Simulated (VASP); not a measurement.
# AlSi2 (P-4m2) in VASP: further runs

AlSi2 is run at these levels: PBE; tasks: single point, relaxation of cell and atoms.

All numbers are computed with VASP 6.6.1; they aren't measurements. Logs are shortened: lines on timing, memory, paths and dates and some standing lists are left out, and cuts for length are marked.

### 1 The cell of the first run

The structure is tetragonal, space group P-4m2 (No. 115). Conventional cell: a = 3.515 Å, b = 3.515 Å, c = 4.172 Å, α = 90.00°, β = 90.00°, γ = 90.00°. Al (site symmetry -4m2) has 8 Si at 2.58 to 2.89 Å and 4 Al at 3.52 Å within 3.6 Å. Si (site symmetry 2mm) has 4 Si at 2.52 Å and 4 Al at 2.58 to 2.89 Å within 3.3 Å.

### 2 Single point, PBE

The input, INCAR:

```
PREC     = Accurate       # precision mode
ENCUT    = 520            # plane-wave cutoff, eV
EDIFF    = 1E-6           # SCF threshold, eV
ISMEAR   = 0              # smearing method
SIGMA    = 0.1            # smearing width, eV
LREAL    = F              # projectors in reciprocal space
LASPH    = T              # aspherical terms in the spheres
NELM     = 80             # most SCF steps
ALGO     = Normal         # electronic algorithm
ISIF     = 2              # what is computed and relaxed
LWAVE    = F              # write WAVECAR
LCHARG   = F              # write CHGCAR
GGA      = PE             # functional
NBANDS   = 12             # bands
```

The input, KPOINTS:

```
regular mesh
0
Gamma
  14 14 12
```

The input, POSCAR:

```
AlSi2
1.0
    3.5154060328      0.0000000000      0.0000000000
    0.0000000000      3.5154060328      0.0000000000
    0.0000000000      0.0000000000      4.1718496692
Al Si
1 2
Direct
    0.5000000000      0.5000000000      0.5000000000
    0.0000000000      0.5000000000      0.0484760175
    0.5000000000      0.0000000000      0.9515239825
```

Potentials or basis: VASP PAW PBE potentials, release 64 (Al, Si).

Command:

```sh
> cat potpaw_PBE.64/Al/POTCAR potpaw_PBE.64/Si/POTCAR > POTCAR
> mpirun -np 1 vasp_std > vasp.out
```

OUTCAR:

```text
PREC = Accurate
   ENCUT = 520
   EDIFF = 1E-6
   ISMEAR = 0
   LREAL = F
   LASPH = T
   NELM = 80
   ISIF = 2
   GGA = PE

 ion  position               nearest neighbor table
   1  0.500  0.500  0.500-   2 2.58   3 2.58   3 2.58   2 2.58   2 2.89   3 2.89   2 2.89   3 2.89

   2  0.000  0.500  0.048-   3 2.52   3 2.52   3 2.52   3 2.52   1 2.58   1 2.58   1 2.89   1 2.89

   3  0.500  0.000  0.952-   2 2.52   2 2.52   2 2.52   2 2.52   1 2.58   1 2.58   1 2.89   1 2.89

  LATTYP: Found a simple tetragonal cell.
 ALAT       =     3.5154060328
 C/A-ratio  =     1.1867333760

  Lattice vectors:

 A1 = (   3.5154060328,   0.0000000000,   0.0000000000)
 A2 = (   0.0000000000,   3.5154060328,   0.0000000000)
 A3 = (   0.0000000000,   0.0000000000,   4.1718496692)

Analysis of symmetry for initial positions (statically):
=====================================================================
 Subroutine PRICEL returns:
 Original cell was already a primitive cell.

 Routine SETGRP: Setting up the symmetry group for a
 simple tetragonal supercell.

 Subroutine GETGRP returns: Found  8 space group operations
 (whereof  8 operations were pure point group operations)
 out of a pool of 16 trial point group operations.

The static configuration has the point symmetry D_2d.

Analysis of symmetry for dynamics (positions and initial velocities):
=====================================================================
 Subroutine PRICEL returns:
 Original cell was already a primitive cell.

 Routine SETGRP: Setting up the symmetry group for a
 simple tetragonal supercell.

 Subroutine GETGRP returns: Found  8 space group operations
 (whereof  8 operations were pure point group operations)
 out of a pool of 16 trial point group operations.

The dynamic configuration has the point symmetry D_2d.

 Subroutine INISYM returns: Found  8 space group operations
 (whereof  8 operations are pure point group operations),
 and found     1 'primitive' translations

----------------------------------------------------------------------------------------

                                     Primitive cell

  volume of cell :      51.5561

  direct lattice vectors                    reciprocal lattice vectors
     3.515406033  0.000000000  0.000000000     0.284462162  0.000000000  0.000000000
     0.000000000  3.515406033  0.000000000     0.000000000  0.284462162  0.000000000
     0.000000000  0.000000000  4.171849669     0.000000000  0.000000000  0.239701830

  length of vectors
     3.515406033  3.515406033  4.171849669     0.284462162  0.284462162  0.239701830

  position of ions in fractional coordinates (direct lattice)
     0.500000000  0.500000000  0.500000000
     0.000000000  0.500000000  0.048476018
     0.500000000  0.000000000  0.951523982

  ion indices of the primitive-cell ions
   primitive index   ion index
                 1           1
                 2           2
                 3           3

----------------------------------------------------------------------------------------

 KPOINTS: regular mesh

Automatic generation of k-mesh.
 Grid dimensions read from file:
 generate k-points for:   14   14   12

 Generating k-lattice:

  Cartesian coordinates                     Fractional coordinates (reciprocal lattice)
     0.020318726  0.000000000  0.000000000     0.071428571  0.000000000  0.000000000
     0.000000000  0.020318726  0.000000000     0.000000000  0.071428571  0.000000000
     0.000000000  0.000000000  0.019975152     0.000000000  0.000000000  0.083333333

  Length of vectors
     0.020318726  0.020318726  0.019975152

  Shift w.r.t. Gamma in fractional coordinates (k-lattice)
     0.000000000  0.000000000  0.000000000

 Subroutine IBZKPT returns following result:
 ===========================================

 Found    252 irreducible k-points:

 Following reciprocal coordinates:
            Coordinates               Weight
  0.000000  0.000000  0.000000      1.000000
  0.071429  0.000000  0.000000      4.000000
  0.142857  0.000000  0.000000      4.000000
  0.214286  0.000000  0.000000      4.000000
  0.285714  0.000000  0.000000      4.000000
  0.357143  0.000000  0.000000      4.000000
[... 16 lines left out ...]
  0.285714  0.214286  0.000000      8.000000
  0.357143  0.214286  0.000000      8.000000
 [... further k-points ...]
   k-points           NKPTS =    252   k-points in BZ     NKDIM =    252   number of bands    NBANDS=     12
   number of dos      NEDOS =    301   number of ions     NIONS =      3
   total plane-waves  NPLWV =  25088
   dimension x,y,z NGX =    28 NGY =   28 NGZ =   32
   dimension x,y,z NGXF=    56 NGYF=   56 NGZF=   64
   ions per type =               1   2
   NGX,Y,Z   is equivalent  to a cutoff of  13.24, 13.24, 12.75 a.u.
   NGXF,Y,Z  is equivalent  to a cutoff of  26.48, 26.48, 25.50 a.u.
 SYSTEM =  unknown system
   PREC   = accura    normal or accurate (medium, high low for compatibility)
   ISTART =      0    job   : 0-new  1-cont  2-samecut
   ICHARG =      2    charge: 1-file 2-atom 10-const
   ISPIN  =      1    spin polarized calculation?
   LNONCOLLINEAR =      F non collinear calculations
   LSORBIT =      F    spin-orbit coupling
   LASPH  =      T    aspherical Exc in radial PAW
   ENCUT  =  520.0 eV  38.22 Ry    6.18 a.u.   6.54  6.54  7.76*2*pi/ulx,y,z
   NELM   =     80;   NELMIN=  2; NELMDL= -5     # of ELM steps
   EDIFF  = 0.1E-05   stopping-criterion for ELM
   LREAL  =      F    real-space projection
   EDIFFG = 0.1E-04   stopping-criterion for IOM
   NSW    =      0    number of steps for IOM
   IBRION =     -1    ionic relax: 0-MD 1-quasi-New 2-CG
   NFREE  =      0    steps in history (QN), initial steepest desc. (CG)
   ISIF   =      2    stress and relaxation
   ISYM   =      2    0-nonsym 1-usesym 2-fastsym
   POTIM  = 0.5000    time-step for ionic-motion
   TEBEG  =    0.0;   TEEND  =   0.0 temperature during run
   PSTRESS=    0.0 pullay stress
   NELECT =      11.0000    total number of electrons
   NUPDOWN=      -1.0000    fix difference up-down
   EMIN   =  10.00;   EMAX   =-10.00  energy-range for DOS
   EFERMI =   0.00;   METHOD = LEGACY
   ISMEAR =     0;   SIGMA  =   0.10  broadening in eV -4-tet -1-fermi 0-gaus
   EFERMI_NEDOS =   21; number of points for ismear=-14 and -15
   IALGO  =     38    algorithm
   IMIX   =      4    mixing-type and parameters
     AMIX     =   0.40;   BMIX     =  1.00
     AMIX_MAG =   1.60;   BMIX_MAG =  1.00
  volume/ion in A,a.u.               =      17.19       115.97
  Fermi-wavevector in a.u.,A,eV,Ry     =   0.978241  1.848607 13.020169  0.956955
  Thomas-Fermi vector in A             =   2.109001
   LORBIT       =      0    0 simple, 1 ext, 2 COOP (PROOUT), +10 PAW based schemes
   GGA     = PE    functional components
   LHFCALC =     F    Hartree Fock is set to
   AEXX    =    0.0000 exact exchange contribution
   IVDW    =     0    specifies the selected vdW correction
   LEPSILON=     F    determine dielectric tensor
   LRPA    =     F    only Hartree local field effects (RPA)
 non-spin polarized calculation
 Gauss-broadening in eV      SIGMA  =   0.10
  energy-cutoff  :      520.00
  volume of cell :       51.56
 maximum number of plane-waves:      1416
 NGX is ok and might be reduce to    28
   NGX = 13   NGY = 13   NGZ = 15

 number of electron      11.0000000 magnetization

 Free energy of the ion-electron system (eV)
  ---------------------------------------------------
  ext. energy  EPLUGINS =         0.00000000
  ---------------------------------------------------
  free energy    TOTEN  =       -13.84638410 eV

  energy without entropy =      -13.84260029  energy(sigma->0) =      -13.84449220

 E-fermi :   7.6070     XC(G=0): -10.1422

 val. band max:        7.6016075748   @ k =   0.4286   0.1429   0.5000
 cond. band min:       7.6196569169   @ k =   0.1429   0.0000   0.0000
 fundamental gap:      0.0180493420
 Fermi energy:         7.6070117823

 k-point     1 :       0.0000    0.0000    0.0000
  band No.  band energies     occupation
      1      -5.1754      2.00000
      2       3.0843      2.00000
      3       4.7497      2.00000
      4       5.2779      2.00000
      5       5.2779      2.00000
      6       6.5599      2.00000
      7       8.9444      0.00000
      8      13.0080      0.00000
      9      13.6056      0.00000
     10      13.6056      0.00000
     11      14.7728      0.00000
     12      14.7728      0.00000

 k-point     2 :       0.0714    0.0000    0.0000
  band No.  band energies     occupation
      1      -5.1167      2.00000
      2       3.1034      2.00000
      3       4.4449      2.00000
      4       4.8859      2.00000
      5       5.3312      2.00000
      6       7.0889      2.00000
      7       9.3538      0.00000
      8      12.2533      0.00000
      9      13.4508      0.00000
     10      13.7617      0.00000
     11      14.5621      0.00000
     12      14.7411      0.00000

 k-point     3 :       0.1429    0.0000    0.0000
  band No.  band energies     occupation
      1      -4.9409      2.00000
      2       2.8720      2.00000
      3       3.6320      2.00000
      4       5.0202      2.00000
      5       5.4905      2.00000
      6       7.6197      0.85807
      7      10.5004      0.00000
      8      11.1418      0.00000
      9      12.7947      0.00000
     10      12.9698      0.00000
     11      14.6195      0.00000
     12      14.7070      0.00000

 k-point     4 :       0.2143    0.0000    0.0000
  band No.  band energies     occupation
      1      -4.6492      2.00000
      2       1.8278      2.00000
      3       3.7091      2.00000
      4       5.2868      2.00000
      5       5.7548      2.00000
      6       8.0170      0.00000
      7      10.0106      0.00000
      8      11.7023      0.00000
      9      11.7896      0.00000
     10      12.3100      0.00000
     11      14.3969      0.00000
     12      14.7207      0.00000

 k-point     5 :       0.2857    0.0000    0.0000
  band No.  band energies     occupation
      1      -4.2445      2.00000
      2       0.6991      2.00000
      3       4.0379      2.00000
      4       5.6490      2.00000
      5       6.1209      2.00000
      6       8.4075      0.00000
      7       8.9615      0.00000
      8      10.7518      0.00000
      9      10.8353      0.00000
     10      13.4938      0.00000
     11      13.9875      0.00000
     12      14.9792      0.00000
[... 228 lines left out ...]
      1      -2.4994      2.00000
      2      -1.5657      2.00000
      3       5.1668      2.00000
      4       5.7426      2.00000
      5       6.1349      2.00000
      6       7.0607      2.00000
      7       7.5597      1.49687
      8       8.9525      0.00000
      9      12.0549      0.00000
     10      13.3500      0.00000
     11      13.4457      0.00000
     12      15.1197      0.00000

 k-point    22 :       0.2143    0.2143    0.0000
  band No.  band energies     occupation
      1      -4.1244      2.00000
      2       1.9525      2.00000
      3       2.8263      2.00000
      4       4.2565      2.00000
      5       5.8294      2.00000
      6       8.7377      0.00000
      7      10.0691      0.00000
      8      10.9512      0.00000
      9      11.3860      0.00000
     10      12.6451      0.00000
     11      13.1253      0.00000
     12      13.2622      0.00000

 k-point    23 :       0.2857    0.2143    0.0000
  band No.  band energies     occupation
      1      -3.7207      2.00000
      2       1.1270      2.00000
      3       2.8910      2.00000
      4       4.6012      2.00000
      5       6.1297      2.00000
      6       7.7291      0.08423
      7       9.3571      0.00000
      8      10.8412      0.00000
      9      11.4208      0.00000
     10      12.5555      0.00000
     11      13.2229      0.00000
     12      14.6836      0.00000

 k-point    24 :       0.3571    0.2143    0.0000
  band No.  band energies     occupation
      1      -3.2114      2.00000
      2       0.1275      2.00000
      3       3.3148      2.00000
      4       5.0381      2.00000
      5       6.2208      2.00000
      6       7.0626      2.00000
      7       8.5171      0.00000
      8      10.2228      0.00000
      9      11.5858      0.00000
     10      12.8763      0.00000
     11      13.5929      0.00000
     12      15.6702      0.00000

 [... further k-points ...]
[... 5 lines left out ...]
  --------------------------------------------------------------------------------------
  -------------------------------------------------------------------------------------
  Total       -0.0121500     -0.0121500     -0.0327000      0.0000000      0.0000000      0.0000000
  in kB       -0.3775792     -0.3775792     -1.0162002      0.0000000      0.0000000      0.0000000
  external PRESSURE =      -0.5904529 kB  Pullay stress =       0.0000000 kB

 VOLUME and BASIS-vectors are now :
 -----------------------------------------------------------------------------
  energy-cutoff  :      520.00
  volume of cell :       51.56
      direct lattice vectors                 reciprocal lattice vectors
     3.515406033  0.000000000  0.000000000     0.284462162  0.000000000  0.000000000
     0.000000000  3.515406033  0.000000000     0.000000000  0.284462162  0.000000000
     0.000000000  0.000000000  4.171849669     0.000000000  0.000000000  0.239701830

 POSITION                                       TOTAL-FORCE (eV/Angst)
 -----------------------------------------------------------------------------------
      1.75770      1.75770      2.08592         0.000000      0.000000      0.000000
      0.00000      1.75770      0.20223         0.000000      0.000000      0.001881
      1.75770      0.00000      3.96962         0.000000      0.000000     -0.001881
 -----------------------------------------------------------------------------------
    total drift:                               -0.000000      0.000000     -0.000000

  FREE ENERGIE OF THE ION-ELECTRON SYSTEM (eV)
  ---------------------------------------------------
  free  energy   TOTEN  =       -13.8463841028 eV

  energy  without entropy=      -13.8426002889  energy(sigma->0) =      -13.84449220
```

Wall time 49 s (1 thread of AMD EPYC 9R45 (Zen 5), shared host); peak memory 0.24 GiB.

What came out:

```
Free energy            : -13.8464 eV
Pressure               : -0.1 GPa
Band gap on the k mesh : zero (an odd number of electrons rules out a gap without spin polarisation)
```

### 3 Relaxation of cell and atoms, PBE

This run uses another cell than the first one, of 17.32 Å³/atom.

The input, INCAR:

```
SYSTEM = AlSi2
PREC = Accurate
ENCUT = 600
EDIFF = 1E-6
ISMEAR = 0
SIGMA = 0.1
LREAL = .False.
LASPH = .True.
NELM = 60
ALGO = Normal
ISIF = 3
LWAVE = .False.
LCHARG = .False.
GGA = PE
IBRION = 2
NSW = 100
EDIFFG = -0.01
```

The input, KPOINTS:

```
Automatic mesh
0
Gamma
  14 14 12
  0 0 0
```

The input, POSCAR:

```
AlSi2
1.0
    3.4912701152      0.0000000000      0.0000000000
    0.0000000000      3.4912701152      0.0000000000
    0.0000000000      0.0000000000      4.2639039860
Al Si
1 2
Direct
    0.5000000000      0.5000000000      0.5000000000
    0.0000000000      0.5000000000      0.0582970874
    0.5000000000      0.0000000000      0.9417029126
```

Potentials or basis: VASP PAW PBE potentials, release 64 (Al, Si).

Command:

```sh
> cat potpaw_PBE.64/Al/POTCAR potpaw_PBE.64/Si/POTCAR > POTCAR
> mpirun -np 1 vasp_std > vasp.out
```

Wall time 2.8 min (1 thread of AMD EPYC 9R45 (Zen 5), shared host); peak memory 0.26 GiB.

The run converged. Its results:

| Quantity | Value |
| --- | --- |
| Free energy | -13.8466 eV |
| Relaxed volume | 17.17 Å³/atom |
| Relaxed cell | a = 3.515 Å, b = 3.515 Å, c = 4.170 Å, α = 90.00°, β = 90.00°, γ = 90.00° |
| Space group after relaxing (to 0.1 Å) | P-4m2 (No. 115) |
| Energy gained by relaxing | 3.4 meV/atom |
| Ionic steps | 7 |
| Pressure after relaxing | 0.0 GPa |
| Band gap on the k mesh | zero (an odd number of electrons rules out a gap without spin polarisation) |

Step by step:
| step | energy change (eV) | largest force (eV/Å) | pressure (GPa) | volume (Å³) |
| --- | --- | --- | --- | --- |
| 1 | 0.0000 | 0.0931 | -0.11 | 51.97 |
| 2 | -0.0028 | 0.0972 | -0.07 | 51.88 |
| 3 | -0.0077 | 0.1077 | 0.13 | 51.59 |
| 4 | -0.0095 | 0.0498 | -0.16 | 51.69 |
| 5 | -0.0098 | 0.0107 | -0.36 | 51.76 |
| 6 | -0.0098 | 0.0124 | 0.37 | 51.28 |
| 7 | -0.0101 | 0.0008 | 0.00 | 51.52 |

Final structure:
```
Al Si
1.0
     3.51521    0.00000    0.00000
     0.00000    3.51521    0.00000
     0.00000    0.00000    4.16961
Al Si
1 2
Direct
  0.50000 0.50000 0.50000
  0.00000 0.50000 0.04842
  0.50000 0.00000 0.95158
```

Levels at points of the mesh, in eV from the Fermi level:
```csv
k point,band 3,band 4,band 5,band 6,band 7,band 8
"(0.00, 0.00, 0.00)",-2.85,-2.33,-2.33,-1.05,1.33,5.40
"(0.50, 0.00, 0.00)",-2.42,-1.20,-0.27,-0.18,0.82,0.92
"(0.50, 0.50, 0.00)",-7.44,-5.45,0.16,0.16,0.41,2.41
"(0.00, 0.00, 0.50)",-1.78,-1.78,-0.03,1.32,1.85,2.56
"(0.50, 0.00, 0.50)",-6.23,-4.61,0.44,1.32,3.13,3.76
"(0.50, 0.50, 0.50)",-6.61,-5.01,-3.46,-3.20,-3.20,0.85
```
